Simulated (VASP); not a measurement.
# SnO2 (Fm-3m) in VASP: settings compared

SnO2 is run at these levels: LDA, PBEsol; tasks: single point.

All numbers are computed with VASP 6.6.1; they aren't measurements. Logs are shortened: lines on timing, memory, paths and dates and some standing lists are left out, and cuts for length are marked.

### Step 1. The cell of the first run

Symmetry: Fm-3m, No. 225, cubic system. Conventional cell: a = 5.182 Å, b = 5.182 Å, c = 5.182 Å, α = 90.00°, β = 90.00°, γ = 90.00°. Sn (site symmetry m-3m) has 8 O at 2.24 Å within 3.0 Å. O (site symmetry -43m) has 4 Sn at 2.24 Å and 6 O at 2.59 Å within 3.0 Å.

### Step 2. Single point, LDA (volume scaled by 1.02)

The input, INCAR:

```
PREC     = Accurate       # precision mode
ENCUT    = 520            # plane-wave cutoff, eV
EDIFF    = 1E-6           # SCF threshold, eV
ISMEAR   = -1             # smearing method
SIGMA    = 0.05           # smearing width, eV
LREAL    = False          # projectors in reciprocal space
LASPH    = True           # aspherical terms in the spheres
NELM     = 60             # most SCF steps
ALGO     = Normal         # electronic algorithm
ISIF     = 2              # what is computed and relaxed
LWAVE    = False          # write WAVECAR
LCHARG   = False          # write CHGCAR
GGA      = CA             # functional
NBANDS   = 20             # bands
```

The input, KPOINTS:

```
Automatic mesh
0
Gamma
  9 9 9
```

The input, POSCAR:

```
SnO2
1.0
    0.0000000000      2.5911978478      2.5911978478
    2.5911978478      0.0000000000      2.5911978478
    2.5911978478      2.5911978478      0.0000000000
Sn O
1 2
Direct
    0.0000000000      0.0000000000      0.0000000000
    0.7500000000      0.7500000000      0.7500000000
    0.2500000000      0.2500000000      0.2500000000
```

Potentials or basis: VASP PAW LDA potentials, release 64 (Sn_d, O).

Command:

```console
$ cat potpaw_LDA.64/Sn_d/POTCAR potpaw_LDA.64/O/POTCAR > POTCAR
$ mpirun -np 1 vasp_std > vasp.out
```

OUTCAR:

```text
PREC = Accurate
   ENCUT = 520
   EDIFF = 1E-6
   ISMEAR = -1
   LREAL = False
   LASPH = True
   NELM = 60
   ISIF = 2
   GGA = CA

 ion  position               nearest neighbor table
   1  0.000  0.000  0.000-   2 2.24   2 2.24   2 2.24   2 2.24   3 2.24   3 2.24   3 2.24   3 2.24

   2  0.750  0.750  0.750-   1 2.24   1 2.24   1 2.24   1 2.24
   3  0.250  0.250  0.250-   1 2.24   1 2.24   1 2.24   1 2.24

  LATTYP: Found a face centered cubic cell.
 ALAT       =     5.1823956956

  Lattice vectors:

 A1 = (   0.0000000000,   2.5911978478,   2.5911978478)
 A2 = (   2.5911978478,   0.0000000000,   2.5911978478)
 A3 = (   2.5911978478,   2.5911978478,   0.0000000000)

Analysis of symmetry for initial positions (statically):
=====================================================================
 Subroutine PRICEL returns:
 Original cell was already a primitive cell.

 Routine SETGRP: Setting up the symmetry group for a
 face centered cubic supercell.

 Subroutine GETGRP returns: Found 48 space group operations
 (whereof 48 operations were pure point group operations)
 out of a pool of 48 trial point group operations.

The static configuration has the point symmetry O_h .

Analysis of symmetry for dynamics (positions and initial velocities):
=====================================================================
 Subroutine PRICEL returns:
 Original cell was already a primitive cell.

 Routine SETGRP: Setting up the symmetry group for a
 face centered cubic supercell.

 Subroutine GETGRP returns: Found 48 space group operations
 (whereof 48 operations were pure point group operations)
 out of a pool of 48 trial point group operations.

The dynamic configuration has the point symmetry O_h .

 Subroutine INISYM returns: Found 48 space group operations
 (whereof 48 operations are pure point group operations),
 and found     1 'primitive' translations

----------------------------------------------------------------------------------------

                                     Primitive cell

  volume of cell :      34.7962

  direct lattice vectors                    reciprocal lattice vectors
     0.000000000  2.591197848  2.591197848    -0.192960951  0.192960951  0.192960951
     2.591197848  0.000000000  2.591197848     0.192960951 -0.192960951  0.192960951
     2.591197848  2.591197848  0.000000000     0.192960951  0.192960951 -0.192960951

  length of vectors
     3.664507139  3.664507139  3.664507139     0.334218170  0.334218170  0.334218170

  position of ions in fractional coordinates (direct lattice)
     0.000000000  0.000000000  0.000000000
     0.750000000  0.750000000  0.750000000
     0.250000000  0.250000000  0.250000000

  ion indices of the primitive-cell ions
   primitive index   ion index
                 1           1
                 2           2
                 3           3

----------------------------------------------------------------------------------------

 KPOINTS: Automatic mesh

Automatic generation of k-mesh.
 Grid dimensions read from file:
 generate k-points for:    9    9    9

 Generating k-lattice:

  Cartesian coordinates                     Fractional coordinates (reciprocal lattice)
    -0.021440106  0.021440106  0.021440106     0.111111111  0.000000000  0.000000000
     0.021440106 -0.021440106  0.021440106     0.000000000  0.111111111  0.000000000
     0.021440106  0.021440106 -0.021440106     0.000000000  0.000000000  0.111111111

  Length of vectors
     0.037135352  0.037135352  0.037135352

  Shift w.r.t. Gamma in fractional coordinates (k-lattice)
     0.000000000  0.000000000  0.000000000

 Subroutine IBZKPT returns following result:
 ===========================================

 Found     35 irreducible k-points:

 Following reciprocal coordinates:
            Coordinates               Weight
  0.000000  0.000000  0.000000      1.000000
  0.111111  0.000000  0.000000      8.000000
  0.222222  0.000000  0.000000      8.000000
  0.333333  0.000000  0.000000      8.000000
  0.444444  0.000000  0.000000      8.000000
  0.111111  0.111111  0.000000      6.000000
[... 16 lines left out ...]
 -0.333333  0.333333  0.000000     12.000000
  0.444444  0.444444  0.000000      6.000000
 [... further k-points ...]
   k-points           NKPTS =     35   k-points in BZ     NKDIM =     35   number of bands    NBANDS=     20
   number of dos      NEDOS =    301   number of ions     NIONS =      3
   total plane-waves  NPLWV =  21952
   dimension x,y,z NGX =    28 NGY =   28 NGZ =   28
   dimension x,y,z NGXF=    56 NGYF=   56 NGZF=   56
   ions per type =               1   2
   NGX,Y,Z   is equivalent  to a cutoff of  12.70, 12.70, 12.70 a.u.
   NGXF,Y,Z  is equivalent  to a cutoff of  25.41, 25.41, 25.41 a.u.
 SYSTEM =  unknown system
   PREC   = accura    normal or accurate (medium, high low for compatibility)
   ISTART =      0    job   : 0-new  1-cont  2-samecut
   ICHARG =      2    charge: 1-file 2-atom 10-const
   ISPIN  =      1    spin polarized calculation?
   LNONCOLLINEAR =      F non collinear calculations
   LSORBIT =      F    spin-orbit coupling
   LASPH  =      T    aspherical Exc in radial PAW
   ENCUT  =  520.0 eV  38.22 Ry    6.18 a.u.   6.81  6.81  6.81*2*pi/ulx,y,z
   NELM   =     60;   NELMIN=  2; NELMDL= -5     # of ELM steps
   EDIFF  = 0.1E-05   stopping-criterion for ELM
   LREAL  =      F    real-space projection
   EDIFFG = 0.1E-04   stopping-criterion for IOM
   NSW    =      0    number of steps for IOM
   IBRION =     -1    ionic relax: 0-MD 1-quasi-New 2-CG
   NFREE  =      0    steps in history (QN), initial steepest desc. (CG)
   ISIF   =      2    stress and relaxation
   ISYM   =      2    0-nonsym 1-usesym 2-fastsym
   POTIM  = 0.5000    time-step for ionic-motion
   TEBEG  =    0.0;   TEEND  =   0.0 temperature during run
   PSTRESS=    0.0 pullay stress
   NELECT =      26.0000    total number of electrons
   NUPDOWN=      -1.0000    fix difference up-down
   EMIN   =  10.00;   EMAX   =-10.00  energy-range for DOS
   EFERMI =   0.00;   METHOD = LEGACY
   ISMEAR =    -1;   SIGMA  =   0.05  broadening in eV -4-tet -1-fermi 0-gaus
   EFERMI_NEDOS =   21; number of points for ismear=-14 and -15
   IALGO  =     38    algorithm
   IMIX   =      4    mixing-type and parameters
     AMIX     =   0.40;   BMIX     =  1.00
     AMIX_MAG =   1.60;   BMIX_MAG =  1.00
  volume/ion in A,a.u.               =      11.60        78.27
  Fermi-wavevector in a.u.,A,eV,Ry     =   1.485555  2.807292 30.026335  2.206873
  Thomas-Fermi vector in A             =   2.598952
   LORBIT       =      0    0 simple, 1 ext, 2 COOP (PROOUT), +10 PAW based schemes
   GGA     = CA    functional components
   LHFCALC =     F    Hartree Fock is set to
   AEXX    =    0.0000 exact exchange contribution
   IVDW    =     0    specifies the selected vdW correction
   LEPSILON=     F    determine dielectric tensor
   LRPA    =     F    only Hartree local field effects (RPA)
 non-spin polarized calculation
  energy-cutoff  :      520.00
  volume of cell :       34.80
 maximum number of plane-waves:       954
   NGX = 13   NGY = 13   NGZ = 13

 number of electron      26.0000003 magnetization

 Free energy of the ion-electron system (eV)
  ---------------------------------------------------
  ext. energy  EPLUGINS =         0.00000000
  ---------------------------------------------------
  free energy    TOTEN  =       -20.38313916 eV

  energy without entropy =      -20.38235603  energy(sigma->0) =      -20.38274759

 E-fermi :   6.9042     XC(G=0): -12.0760

 val. band max:        6.6904914379   @ k =  -0.3333   0.4444   0.1111
 cond. band min:       7.6307036990   @ k =   0.1111   0.0000   0.0000
 fundamental gap:      0.9402122612
 Fermi energy:         6.9041864446

 k-point     1 :       0.0000    0.0000    0.0000
  band No.  band energies     occupation
      1     -13.6648      2.00000
      2     -13.6648      2.00000
      3     -13.6648      2.00000
      4     -13.5402      2.00000
      5     -13.5402      2.00000
      6     -12.1518      2.00000
[... 12 lines left out ...]
     19      21.5518      0.00000
     20      21.5518      0.00000

 k-point     2 :       0.1111    0.0000    0.0000
  band No.  band energies     occupation
      1     -13.7009      2.00000
      2     -13.6568      2.00000
      3     -13.6568      2.00000
      4     -13.5404      2.00000
      5     -13.5404      2.00000
      6     -12.0314      2.00000
[... 12 lines left out ...]
     19      21.5622      0.00000
     20      21.5622      0.00000

 k-point     3 :       0.2222    0.0000    0.0000
  band No.  band energies     occupation
      1     -13.8018      2.00000
      2     -13.6400      2.00000
      3     -13.6400      2.00000
      4     -13.5373      2.00000
      5     -13.5373      2.00000
      6     -11.6586      2.00000
[... 12 lines left out ...]
     19      21.5931      0.00000
     20      21.7214      0.00000

 k-point     4 :       0.3333    0.0000    0.0000
  band No.  band energies     occupation
      1     -13.9231      2.00000
      2     -13.6291      2.00000
      3     -13.6291      2.00000
      4     -13.5253      2.00000
      5     -13.5253      2.00000
      6     -11.0565      2.00000
[... 12 lines left out ...]
     19      21.5978      0.00000
     20      22.0334      0.00000

 k-point     5 :       0.4444    0.0000    0.0000
  band No.  band energies     occupation
      1     -14.0028      2.00000
      2     -13.6267      2.00000
      3     -13.6267      2.00000
      4     -13.5126      2.00000
      5     -13.5126      2.00000
      6     -10.3503      2.00000
[... 12 lines left out ...]
     19      21.5278      0.00000
     20      21.5700      0.00000
[... 353 lines left out ...]
      6     -10.6253      2.00000
[... 12 lines left out ...]
     19      23.2291      0.00000
     20      24.6256      0.00000

 k-point    22 :      -0.4444    0.3333    0.0000
  band No.  band energies     occupation
      1     -14.0023      2.00000
      2     -13.6731      2.00000
      3     -13.5813      2.00000
      4     -13.5497      2.00000
      5     -13.5133      2.00000
      6     -10.1339      2.00000
[... 12 lines left out ...]
     19      23.0819      0.00000
     20      24.5799      0.00000

 k-point    23 :      -0.3333    0.3333    0.0000
  band No.  band energies     occupation
      1     -13.9131      2.00000
      2     -13.7772      2.00000
      3     -13.5659      2.00000
      4     -13.5588      2.00000
      5     -13.5300      2.00000
      6      -9.6529      2.00000
[... 12 lines left out ...]
     19      22.1835      0.00000
     20      25.2399      0.00000

 k-point    24 :       0.4444    0.4444    0.0000
  band No.  band energies     occupation
      1     -14.0902      2.00000
      2     -13.5984      2.00000
      3     -13.5322      2.00000
      4     -13.5322      2.00000
      5     -13.5032      2.00000
      6     -10.5560      2.00000
[... 12 lines left out ...]
     19      23.5340      0.00000
     20      23.9261      0.00000

 [... further k-points ...]

------------------------ aborting loop because EDIFF is reached ----------------------------------------

  FORCE on cell =-STRESS in cart. coord.  units (eV):
  Direction    XX          YY          ZZ          XY          YZ          ZX
  --------------------------------------------------------------------------------------
  -------------------------------------------------------------------------------------
  Total       -3.1825105     -3.1825105     -3.1825105      0.0000000      0.0000000      0.0000000
  in kB     -146.5374754   -146.5374754   -146.5374754      0.0000000      0.0000000      0.0000000
  external PRESSURE =    -146.5374754 kB  Pullay stress =       0.0000000 kB

 VOLUME and BASIS-vectors are now :
 -----------------------------------------------------------------------------
  energy-cutoff  :      520.00
  volume of cell :       34.80
      direct lattice vectors                 reciprocal lattice vectors
     0.000000000  2.591197848  2.591197848    -0.192960951  0.192960951  0.192960951
     2.591197848  0.000000000  2.591197848     0.192960951 -0.192960951  0.192960951
     2.591197848  2.591197848  0.000000000     0.192960951  0.192960951 -0.192960951

 POSITION                                       TOTAL-FORCE (eV/Angst)
 -----------------------------------------------------------------------------------
      0.00000      0.00000      0.00000         0.000000      0.000000      0.000000
      3.88680      3.88680      3.88680        -0.000000     -0.000000     -0.000000
      1.29560      1.29560      1.29560         0.000000      0.000000      0.000000
 -----------------------------------------------------------------------------------
    total drift:                                0.000000     -0.000000      0.000000

  FREE ENERGIE OF THE ION-ELECTRON SYSTEM (eV)
  ---------------------------------------------------
  free  energy   TOTEN  =       -20.3831391585 eV

  energy  without entropy=      -20.3823560305  energy(sigma->0) =      -20.38274759
```

Wall time 33 s (1 thread of Intel Xeon Platinum 8488C (Sapphire Rapids), shared host); peak memory 0.15 GiB.

What came out:

```yaml
Free_energy: -20.3831 eV
Pressure: -14.7 GPa
Band_gap_on_the_k_mesh: zero (band 13 reaches 6.69 eV, above the bottom of band 14 at 6.33 eV)
```

Levels at points of the mesh, in eV from the Fermi level:
```
           k point  band 9  band 10  band 11  band 12  band 13  band 14  band 15  band 16  band 17  band 18
(0.00, 0.00, 0.00)   -2.88    -2.88    -1.43    -1.43    -1.43    -0.57     6.51     6.51     6.51    12.51
```

Caveat: spin-orbit coupling is left out, which moves the levels of the heavy elements.

### Step 3. Single point, PBEsol (volume scaled by 1.02)

The input, INCAR:

```
SYSTEM = SnO2
PREC = Accurate ; ENCUT = 520
EDIFF = 1E-7 ; ISMEAR = -1
SIGMA = 0.05 ; LREAL = .FALSE.
LASPH = .TRUE. ; NELM = 100
ALGO = Normal ; ISIF = 2
LWAVE = .FALSE. ; LCHARG = .FALSE.
GGA = PS ; NBANDS = 20
```

The input, KPOINTS:

```
regular mesh
0
G
  9 9 9
  0 0 0
```

POSCAR is that of step 2.

Potentials or basis: VASP PAW PBE potentials, release 64 (Sn_d, O).

Command:

```console
$ cat potpaw_PBE.64/Sn_d/POTCAR potpaw_PBE.64/O/POTCAR > POTCAR
$ mpirun -np 1 vasp_std > vasp.out
```

It took 36 s on 1 thread of Intel Xeon Platinum 8488C (Sapphire Rapids), shared host; peak memory 0.16 GiB.

It converged, with:

```
Free energy            : -19.1197 eV
Pressure               : -9.9 GPa
Band gap on the k mesh : zero (band 13 reaches 6.86 eV, above the bottom of band 14 at 6.49 eV)
```

Levels at points of the mesh, in eV from the Fermi level:
```
           k point  band 10  band 11  band 12  band 13  band 14  band 15  band 16  band 17
(0.00, 0.00, 0.00)    -2.89    -1.43    -1.43    -1.43    -0.58     6.61     6.61     6.61
```

Caveat: the PAW data sets were made with another functional, which shifts forces and pressure a little; spin-orbit coupling is left out, which moves the levels of the heavy elements.

(Part 1 of 2 ends here.)
